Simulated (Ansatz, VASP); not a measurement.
**ScSi4O: VASP beside Ansatz**

Contents of INCAR:

```
  PREC = Accurate
  ENCUT = 520
  EDIFF = 1E-6
  ISMEAR = 0
  SIGMA = 0.1
  LREAL = False
  LASPH = True
  NELM = 150
  ALGO = Normal
  ISIF = 2
  LWAVE = False
  LCHARG = False
  ISPIN = 2
  MAGMOM = 0 0 0 0 0 1
  LORBIT = 11
  LMAXMIX = 4
  GGA = PE
  NBANDS = 30
```

KPOINTS

```
Automatic mesh
0
Gamma
  4 4 4
```

File POSCAR:

```
ScSi4O
1.0
    0.0000000000      3.6236989400      3.6236989400
    3.6236989400      0.0000000000      3.6236989400
    3.6236989400      3.6236989400      0.0000000000
Sc Si O
1 4 1
Direct
    0.2500000000      0.2500000000      0.2500000000
    0.6248469700      0.1254591000      0.6248469700
    0.6248469700      0.6248469700      0.1254591000
    0.6248469700      0.6248469700      0.6248469700
    0.1254591000      0.6248469700      0.6248469700
    0.0000000000      0.0000000000      0.0000000000
```

Input for Ansatz:

```yaml
crystal:
  lattice:
    - [0.0, 3.62369894, 3.62369894]
    - [3.62369894, 0.0, 3.62369894]
    - [3.62369894, 3.62369894, 0.0]
  atoms:
    - { symbol: Sc, position: [0.25, 0.25, 0.25] }
    - { symbol: Si, position: [0.62484697, 0.1254591, 0.62484697] }
    - { symbol: Si, position: [0.62484697, 0.62484697, 0.1254591] }
    - { symbol: Si, position: [0.62484697, 0.62484697, 0.62484697] }
    - { symbol: Si, position: [0.1254591, 0.62484697, 0.62484697] }
    - { symbol: O, position: [0.0, 0.0, 0.0], spin: 1.0 }
basis:
  ecutwfc: 420
kpoints:
  mp_grid: { grid: [4, 4, 4] }
hamiltonian:
  xc: pbe
scf:
  occupations: { method: gaussian, width: 0.1 }
  lower_state_search: "off"
output:
  forces: true
  stress: true
  eigenvalues: true
  populations: true
magnetization:
  spin_polarized: true
```

Change from the starting cell: species swapped into the LaPrAl4 type (F-43m, No. 216).

Alike in both runs: task single point; functional PBE; k mesh 4 × 4 × 4; occupations gaussian, width 0.1 eV; collinear spin.

|  | VASP | Ansatz |
| --- | --- | --- |
| version | VASP 6.6.1 | Ansatz 0.2.0 |
| potentials or method | VASP PAW PBE potentials, release 64 (Sc_sv, Si, O), cutoff 520 eV | scalar-relativistic, plane waves, PAW |
| valence electrons in the cell | 33 | 33 |

|  | VASP | Ansatz | Ansatz less VASP |
| --- | --- | --- | --- |
| gap on the k mesh at the Fermi level (eV) | none | none | - |
| pressure (GPa) | -9.1 | -9.1 | +0.03 |
| rms of the force components (eV/Å) | 0.263 | 0.264 | +0.0012 |
| net moment per atom (μB) | 0.00 | 0.00 | 0.000 |

Atom by atom the forces differ by 0.001 eV/Å (rms over components). A gap of «none» marks a metal or a gap that the smearing closes. With one functional, cell and mesh, what is left measures potentials, basis and numerics. Ansatz's warnings: seeded moment not kept.

The k mesh is coarse, so the values compare programs but aren't converged.
